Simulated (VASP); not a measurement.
A run of VASP 6.6.1:

File POSCAR:

```
SnO
1.0
    3.7925885396      0.0000000000      0.0000000000
    0.0000000000      3.7925885396      0.0000000000
    0.0000000000      0.0000000000      4.7583853065
Sn O
2 2
Direct
    0.0000000000      0.5000000000      0.2410331417
    0.5000000000      0.0000000000      0.7589668583
    0.5000000000      0.5000000000      0.0000000000
    0.0000000000      0.0000000000      0.0000000000
```

File INCAR.step1:

```
SYSTEM = SnO
PREC = Accurate
ENCUT = 520
ISMEAR = -1
SIGMA = 0.02
LREAL = .False.
LASPH = .True.
NELM = 60
NBANDS = 28
GGA = PE
ALGO = Normal
EDIFF = 1E-4
LWAVE = .True.
LCHARG = .False.
```

The input INCAR.step2:

```
SYSTEM = SnO
PREC = Accurate
ENCUT = 520
EDIFF = 1E-6
ISMEAR = -1
SIGMA = 0.02
LREAL = .False.
LASPH = .True.
NELM = 60
ALGO = Normal
ISIF = 2
LWAVE = .False.
LCHARG = .False.
METAGGA = R2SCAN
LMIXTAU = .True.
LUSE_VDW = .True.
IVDW_NL = 2
BPARAM = 11.95
CPARAM = 0.0093
NBANDS = 28
ISTART = 1
```

KPOINTS

```
regular mesh
0
Gamma
  6 6 6
  0 0 0
```

Potentials or basis: VASP PAW PBE potentials, release 64 (Sn_d, O).

The run is started by

```console
$ cat potpaw_PBE.64/Sn_d/POTCAR potpaw_PBE.64/O/POTCAR > POTCAR
$ cp INCAR.step1 INCAR
$ mpirun -np 1 vasp_std > vasp.out
$ cp INCAR.step2 INCAR
$ mpirun -np 1 vasp_std > vasp.out
```

Hardware: 1 thread of Intel Xeon 8259CL, on a shared host.

Task: How long does it take, and how much memory?

Result: It took 6 min on 1 thread of Intel Xeon 8259CL, on a shared host, peak memory 0.33 GiB. Counts: k points 40.
